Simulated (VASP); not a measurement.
# BN (P-4m2) in VASP: further runs

The runs below take BN through single point, with r2SCAN.

Program: VASP 6.6.1. These are calculated values, not measurements. Logs are shortened: lines on timing, memory, paths and dates and some standing lists are left out, and cuts for length are marked.

### 1 The cell of the first run

Symmetry: P-4m2, No. 115, tetragonal system. The conventional cell has a = 2.564 Å, b = 2.564 Å, c = 3.626 Å, α = 90.00°, β = 90.00°, γ = 90.00°. B (site symmetry 2mm) has 4 N at 1.56 to 1.58 Å within 2.1 Å. N (site symmetry -4m2) has 4 B at 1.56 Å within 2.1 Å. N (site symmetry -4m2) has 4 B at 1.58 Å within 2.1 Å.

### 2 Single point, r2SCAN (atoms displaced along a vibrational mode)

POSCAR

```
BN
1.0
    0.0000000000     -1.8130010000     -1.8130010000
    0.0000000000      1.8130010000     -1.8130010000
    3.6260020000      0.0000000000      0.0000000000
B N
2 2
Direct
    0.5000000000      0.5000000000      0.4958632124
    0.0000000000      0.0000000000      0.0041367876
    0.0000000000      0.5000000000      0.2500000000
    0.5000000000      0.0000000000      0.7500000000
```

INCAR.step1

```
PREC = Accurate
ENCUT = 1460
ISMEAR = 0
SIGMA = 0.05
LREAL = F
LASPH = T
NELM = 120
NBANDS = 16
GGA = PE
ALGO = Normal
EDIFF = 1E-5
LWAVE = T
LCHARG = F
GGA_COMPAT = F
```

INCAR.step2

```
PREC = Accurate
ENCUT = 1460
EDIFF = 1E-6
ISMEAR = 0
SIGMA = 0.05
LREAL = F
LASPH = T
NELM = 120
ALGO = Normal
ISIF = 2
LWAVE = F
LCHARG = T
METAGGA = R2SCAN
LMIXTAU = T
LELF = T
LVHAR = T
NBANDS = 16
ISTART = 1
GGA_COMPAT = F
```

KPOINTS

```
Automatic mesh
0
Gamma
  10 10 6
```

Potentials or basis: VASP PAW PBE potentials, release 64 (B_h, N_h).

Launch:

```
cat potpaw_PBE.64/B_h/POTCAR potpaw_PBE.64/N_h/POTCAR > POTCAR
cp INCAR.step1 INCAR
mpirun -np 1 vasp_std > vasp.out
cp INCAR.step2 INCAR
mpirun -np 1 vasp_std > vasp.out
```

OUTCAR:

```text
PREC = Accurate
   ENCUT = 1460
   EDIFF = 1E-6
   ISMEAR = 0
   LREAL = F
   LASPH = T
   NELM = 120
   ISIF = 2
   METAGGA = R2SCAN
   ISTART = 1

 ion  position               nearest neighbor table
   1  0.500  0.500  0.496-
   2  0.000  0.000  0.004-
   3  0.000  0.500  0.250-
   4  0.500  0.000  0.750-

  LATTYP: Found a simple tetragonal cell.
 ALAT       =     2.5639706028
 C/A-ratio  =     1.4142135624

  Lattice vectors:

 A1 = (   0.0000000000,  -1.8130010000,  -1.8130010000)
 A2 = (   0.0000000000,   1.8130010000,  -1.8130010000)
 A3 = (   3.6260020000,   0.0000000000,   0.0000000000)

Analysis of symmetry for initial positions (statically):
=====================================================================
 Subroutine PRICEL returns:
 Original cell was already a primitive cell.

 Routine SETGRP: Setting up the symmetry group for a
 simple tetragonal supercell.

 Subroutine GETGRP returns: Found  8 space group operations
 (whereof  4 operations were pure point group operations)
 out of a pool of 16 trial point group operations.

The static configuration has the point symmetry C_2v.
 The point group associated with its full space group is D_2d.

Analysis of symmetry for dynamics (positions and initial velocities):
=====================================================================
 Subroutine PRICEL returns:
 Original cell was already a primitive cell.

 Routine SETGRP: Setting up the symmetry group for a
 simple tetragonal supercell.

 Subroutine GETGRP returns: Found  8 space group operations
 (whereof  4 operations were pure point group operations)
 out of a pool of 16 trial point group operations.

The dynamic configuration has the point symmetry C_2v.
 The point group associated with its full space group is D_2d.

 Subroutine INISYM returns: Found  8 space group operations
 (whereof  4 operations are pure point group operations),
 and found     1 'primitive' translations

----------------------------------------------------------------------------------------

                                     Primitive cell

  volume of cell :      23.8371

  direct lattice vectors                    reciprocal lattice vectors
[... 89 lines left out ...]
   ENCUT  = 1460.0 eV 107.31 Ry   10.36 a.u.   7.99  7.99 11.30*2*pi/ulx,y,z
   NELM   =    120;   NELMIN=  2; NELMDL=  0     # of ELM steps
   EDIFF  = 0.1E-05   stopping-criterion for ELM
   LREAL  =      F    real-space projection
   EDIFFG = 0.1E-04   stopping-criterion for IOM
   NSW    =      0    number of steps for IOM
   IBRION =     -1    ionic relax: 0-MD 1-quasi-New 2-CG
   NFREE  =      0    steps in history (QN), initial steepest desc. (CG)
   ISIF   =      2    stress and relaxation
   ISYM   =      2    0-nonsym 1-usesym 2-fastsym
   POTIM  = 0.5000    time-step for ionic-motion
   TEBEG  =    0.0;   TEEND  =   0.0 temperature during run
   PSTRESS=    0.0 pullay stress
   NELECT =      16.0000    total number of electrons
   NUPDOWN=      -1.0000    fix difference up-down
   EMIN   =  10.00;   EMAX   =-10.00  energy-range for DOS
   EFERMI =   0.00;   METHOD = LEGACY
   ISMEAR =     0;   SIGMA  =   0.05  broadening in eV -4-tet -1-fermi 0-gaus
   EFERMI_NEDOS =   21; number of points for ismear=-14 and -15
   IALGO  =     38    algorithm
   IMIX   =      4    mixing-type and parameters
     AMIX     =   0.40;   BMIX     =  1.00
     AMIX_MAG =   1.60;   BMIX_MAG =  1.00
  volume/ion in A,a.u.               =       5.96        40.22
  Fermi-wavevector in a.u.,A,eV,Ry     =   1.433387  2.708709 27.954506  2.054598
  Thomas-Fermi vector in A             =   2.552911
   LORBIT       =      0    0 simple, 1 ext, 2 COOP (PROOUT), +10 PAW based schemes
   METAGGA = R2SCAN    functional components
   LHFCALC =     F    Hartree Fock is set to
   AEXX    =    0.0000 exact exchange contribution
   IVDW    =     0    specifies the selected vdW correction
   LEPSILON=     F    determine dielectric tensor
   LRPA    =     F    only Hartree local field effects (RPA)
 non-spin polarized calculation
 Gauss-broadening in eV      SIGMA  =   0.05
  energy-cutoff  :     1460.00
  volume of cell :       23.84
 maximum number of plane-waves:      3080
 NGX is ok and might be reduce to    32
   NGX = 15   NGY = 15   NGZ = 23

 number of electron      16.0000000 magnetization

 Free energy of the ion-electron system (eV)
  ---------------------------------------------------
  ext. energy  EPLUGINS =         0.00000000
  ---------------------------------------------------
  free energy    TOTEN  =       -38.39041634 eV

  energy without entropy =      -38.39041634  energy(sigma->0) =      -38.39041634

 E-fermi :   9.0427     XC(G=0): -13.7074

 val. band max:        8.8043821269   @ k =   0.0000   0.0000   0.0000
 cond. band min:      13.5169683705   @ k =   0.5000   0.5000   0.0000
 fundamental gap:      4.7125862436
 Fermi energy:         9.0426522067

 k-point     1 :       0.0000    0.0000    0.0000
  band No.  band energies     occupation
      1     -12.3867      2.00000
      2      -6.7210      2.00000
      3      -0.4567      2.00000
      4       3.7430      2.00000
      5       3.7430      2.00000
      6       8.7980      2.00000
[... 433 lines left out ...]
      3       0.1796      2.00000
      4       2.4948      2.00000
      5       4.5039      2.00000
      6       5.0152      2.00000
[... 8 lines left out ...]
     15      25.6584      0.00000
     16      25.8011      0.00000

 [... further k-points ...]

------------------------ aborting loop because EDIFF is reached ----------------------------------------

  FORCE on cell =-STRESS in cart. coord.  units (eV):
  Direction    XX          YY          ZZ          XY          YZ          ZX
  --------------------------------------------------------------------------------------
  -------------------------------------------------------------------------------------
  Total       -0.8442220     -0.8153168     -0.8153168      0.0000000      0.0000000      0.0000000
  in kB      -56.7431086    -54.8002900    -54.8002900      0.0000000      0.0000000      0.0000000
  external PRESSURE =     -55.4478962 kB  Pullay stress =       0.0000000 kB

 VOLUME and BASIS-vectors are now :
 -----------------------------------------------------------------------------
  energy-cutoff  :     1460.00
  volume of cell :       23.84
      direct lattice vectors                 reciprocal lattice vectors
     0.000000000 -1.813001000 -1.813001000     0.000000000 -0.275785838 -0.275785838
     0.000000000  1.813001000 -1.813001000     0.000000000  0.275785838 -0.275785838
     3.626002000  0.000000000  0.000000000     0.275785838  0.000000000  0.000000000

 POSITION                                       TOTAL-FORCE (eV/Angst)
 -----------------------------------------------------------------------------------
      1.79800      0.00000     -1.81300         0.797512      0.000000      0.000000
      0.01500      0.00000      0.00000        -0.797512     -0.000000      0.000000
      0.90650      0.90650     -0.90650         0.000000      0.000000     -0.000000
      2.71950     -0.90650     -0.90650         0.000000      0.000000     -0.000000
 -----------------------------------------------------------------------------------
    total drift:                               -0.000000      0.000000     -0.000000

  FREE ENERGIE OF THE ION-ELECTRON SYSTEM (eV)
  ---------------------------------------------------
  free  energy   TOTEN  =       -38.3904163436 eV

  energy  without entropy=      -38.3904163436  energy(sigma->0) =      -38.39041634
```

OUTCAR.step1:

```text
PREC = Accurate
   ENCUT = 1460
   ISMEAR = 0
   LREAL = F
[... 688 lines left out ...]
      1.79800      0.00000     -1.81300         0.771294      0.000000     -0.000000
      0.01500      0.00000      0.00000        -0.771294     -0.000000      0.000000
      0.90650      0.90650     -0.90650        -0.000000      0.000000     -0.000000
      2.71950     -0.90650     -0.90650         0.000000      0.000000     -0.000000
 -----------------------------------------------------------------------------------
    total drift:                               -0.000000      0.000000     -0.000000

  FREE ENERGIE OF THE ION-ELECTRON SYSTEM (eV)
  ---------------------------------------------------
  free  energy   TOTEN  =       -34.9316462619 eV

  energy  without entropy=      -34.9316462619  energy(sigma->0) =      -34.93164626
```

OSZICAR.step1:

```text
N       E                     dE             d eps       ncg     rms          rms(c)
DAV:   1     0.878515631853E+02    0.87852E+02   -0.15544E+04  2688   0.223E+03
DAV:   2    -0.294496345447E+02   -0.11730E+03   -0.10351E+03  3848   0.305E+02
DAV:   3    -0.367234147168E+02   -0.72738E+01   -0.72131E+01  3712   0.688E+01
DAV:   4    -0.367779408196E+02   -0.54526E-01   -0.54513E-01  2912   0.708E+00
DAV:   5    -0.367783594571E+02   -0.41864E-03   -0.41862E-03  3528   0.618E-01    0.844E+00
DAV:   6    -0.350610771164E+02    0.17173E+01   -0.22450E+00  3416   0.131E+01    0.321E+00
DAV:   7    -0.349568381959E+02    0.10424E+00   -0.41400E-01  3400   0.500E+00    0.178E+00
DAV:   8    -0.349335254828E+02    0.23313E-01   -0.53817E-02  3192   0.211E+00    0.310E-01
DAV:   9    -0.349313910024E+02    0.21345E-02   -0.42494E-03  3328   0.761E-01    0.127E-01
DAV:  10    -0.349316474358E+02   -0.25643E-03   -0.93821E-04  2976   0.283E-01    0.406E-02
DAV:  11    -0.349316474103E+02    0.25469E-07   -0.12537E-04  3496   0.109E-01    0.138E-02
DAV:  12    -0.349316462619E+02    0.11484E-05   -0.13458E-05  1504   0.363E-02
   1 F= -.34931646E+02 E0= -.34931646E+02  d E =-.203864E-18
```

Run time: 5.1 min. Hardware: 1 thread of AMD EPYC 7R13 (Zen 3), shared host; peak memory 0.26 GiB.

What came out:

| Item | Value |
| --- | --- |
| Free energy | -38.3904 eV |
| Pressure | -5.5 GPa |
| Largest force | 0.798 eV/Å |
| Band gap on the k mesh | 4.71 eV |

Forces in eV/Å, atoms in the order of the input:
```
B    0.798  0.000  0.000
B   -0.798  0.000  0.000
N    0.000  0.000  0.000
N    0.000  0.000  0.000
```

Stress tensor (GPa, compression positive):
```
-5.67  0.00  0.00
 0.00 -5.48  0.00
 0.00  0.00 -5.48
```

Levels at points of the mesh, in eV from the valence-band top:
```
           k point  band 4  band 5  band 6  band 7  band 8  band 9  band 10  band 11  band 12  band 13
(0.00, 0.00, 0.00)   -5.06   -5.06   -0.01    0.00    0.00    4.97     9.43     9.50     9.50     9.82
(0.50, 0.00, 0.00)   -7.70   -5.83   -5.72   -2.36   -1.95   10.30    10.46    12.83    13.15    13.55
(0.50, 0.50, 0.00)   -9.27   -5.14   -5.04   -5.04   -4.96    4.71     5.23     9.75     9.75    19.00
(0.00, 0.00, 0.50)   -4.19   -3.31   -3.31   -2.88   -2.88    7.32     7.45    12.14    12.20    14.20
(0.50, 0.00, 0.50)  -10.88   -2.22   -2.01   -1.98   -1.79   10.63    10.66    11.26    11.31    11.55
(0.50, 0.50, 0.50)   -7.97   -7.10   -7.10   -6.63   -6.60   10.11    10.47    13.97    14.34    15.24
```

Caveat: the cell differs from its parent crystal (atoms displaced along a vibrational mode); the cell stands under tension; the PAW data sets were made with another functional, which shifts forces and pressure a little.

### 3 Single point, r2SCAN (atoms displaced along a vibrational mode)

Changes to POSCAR since step 2:

```diff
@@ -8,4 +8,4 @@
 Direct
-    0.5000000000      0.5000000000      0.4958632124
-    0.0000000000      0.0000000000      0.0041367876
+    0.5000000000      0.5000000000      0.5165471503
+    0.0000000000      0.0000000000     -0.0165471503
     0.0000000000      0.5000000000      0.2500000000
```

INCAR.step1

```
PREC     = Accurate       # precision mode
ENCUT    = 1460           # plane-wave cutoff, eV
ISMEAR   = 0              # smearing method
SIGMA    = 0.05           # smearing width, eV
LREAL    = False          # projectors in reciprocal space
LASPH    = True           # aspherical terms in the spheres
NELM     = 120            # most SCF steps
NBANDS   = 16             # bands
GGA      = PE             # functional
ALGO     = Normal         # electronic algorithm
EDIFF    = 1E-5           # SCF threshold, eV
LWAVE    = True           # write WAVECAR
LCHARG   = False          # write CHGCAR
GGA_COMPAT= False
```

INCAR.step2

```
PREC     = Accurate       # precision mode
ENCUT    = 1460           # plane-wave cutoff, eV
EDIFF    = 1E-6           # SCF threshold, eV
ISMEAR   = 0              # smearing method
SIGMA    = 0.05           # smearing width, eV
LREAL    = False          # projectors in reciprocal space
LASPH    = True           # aspherical terms in the spheres
NELM     = 120            # most SCF steps
ALGO     = Normal         # electronic algorithm
ISIF     = 2              # what is computed and relaxed
LWAVE    = False          # write WAVECAR
LCHARG   = False          # write CHGCAR
METAGGA  = R2SCAN         # meta-GGA
LMIXTAU  = True         
NBANDS   = 16             # bands
ISTART   = 1            
GGA_COMPAT= False
```

KPOINTS

```
regular mesh
0
Gamma
  10 10 6
```

Potentials or basis: VASP PAW PBE potentials, release 64 (B_h, N_h).

Launch:

```
cat potpaw_PBE.64/B_h/POTCAR potpaw_PBE.64/N_h/POTCAR > POTCAR
cp INCAR.step1 INCAR
mpirun -np 1 vasp_std > vasp.out
cp INCAR.step2 INCAR
mpirun -np 1 vasp_std > vasp.out
```

Run time: 3.3 min. Hardware: 1 thread of Intel Xeon Platinum 8488C (Sapphire Rapids), shared host; peak memory 0.3 GiB.

The run converged. Its results:

```
Free energy            : -38.2114 eV
Pressure               : -4.3 GPa
Largest force          : 3.175 eV/Å
Band gap on the k mesh : 3.82 eV
```

Forces on the atoms (eV/Å):
```
B   -3.175  0.000  0.000
B    3.175  0.000  0.000
N    0.000  0.000  0.000
N    0.000  0.000  0.000
```

Stress tensor (GPa, compression positive):
```
-6.41  0.00  0.00
 0.00 -3.30  0.00
 0.00  0.00 -3.30
```

Levels at points of the mesh, in eV from the valence-band top:
| k point | band 4 | band 5 | band 6 | band 7 | band 8 | band 9 | band 10 | band 11 | band 12 | band 13 |
| --- | --- | --- | --- | --- | --- | --- | --- | --- | --- | --- |
| (0.00, 0.00, 0.00) | -5.34 | -5.34 | -0.10 | 0.00 | 0.00 | 4.81 | 8.91 | 9.39 | 9.39 | 10.12 |
| (0.50, 0.00, 0.00) | -7.40 | -6.06 | -5.66 | -3.11 | -1.48 | 9.87 | 10.48 | 12.22 | 13.01 | 13.52 |
| (0.50, 0.50, 0.00) | -9.50 | -5.51 | -5.05 | -5.05 | -4.78 | 3.82 | 5.89 | 9.58 | 9.58 | 18.49 |
| (0.00, 0.00, 0.50) | -4.27 | -4.10 | -4.10 | -2.37 | -2.37 | 6.95 | 7.47 | 12.00 | 12.20 | 13.65 |
| (0.50, 0.00, 0.50) | -10.67 | -3.00 | -2.14 | -2.02 | -1.29 | 10.36 | 10.44 | 10.63 | 10.94 | 11.83 |
| (0.50, 0.50, 0.50) | -8.44 | -6.88 | -6.88 | -6.80 | -6.69 | 9.45 | 10.90 | 13.33 | 14.64 | 14.64 |

Caveat: the cell differs from its parent crystal (atoms displaced along a vibrational mode); the cell stands under tension; the PAW data sets were made with another functional, which shifts forces and pressure a little. A k mesh can miss the band edges.
